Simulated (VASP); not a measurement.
Input of a VASP 6.6.1 run:

The input INCAR:

```
PREC = Accurate
ENCUT = 600
EDIFF = 1E-6
ISMEAR = -1
SIGMA = 0.1
LREAL = F
LASPH = T
NELM = 120
ALGO = Normal
ISIF = 2
LWAVE = F
LCHARG = T
GGA = PS
LELF = T
LVHAR = T
NBANDS = 11
GGA_COMPAT = F
```

File KPOINTS:

```
Automatic mesh
0
Gamma
  5 5 5
```

Contents of POSCAR:

```
C
1.0
    0.0000000000      1.7833700000      1.7833700000
    1.7833700000      0.0000000000      1.7833700000
    1.7833700000      1.7833700000      0.0000000000
C
2
Direct
   -0.0163311154      0.0109533836     -0.0059971426
    0.2663311154      0.2390466164      0.2559971426
```

Potentials or basis: VASP PAW PBE potentials, release 64 (C).

Run with:

```bash
$ cat potpaw_PBE.64/C/POTCAR > POTCAR
$ mpirun -np 1 vasp_std > vasp.out
```

(1) Estimate the largest force.

(2) Estimate the pressure.

Results:

(1) 3.247 eV/Å.

(2) -1.6 GPa.

Caveat: the k points lie up to 0.61 Å⁻¹ apart; the PAW data sets were made with another functional, which shifts forces and pressure a little.
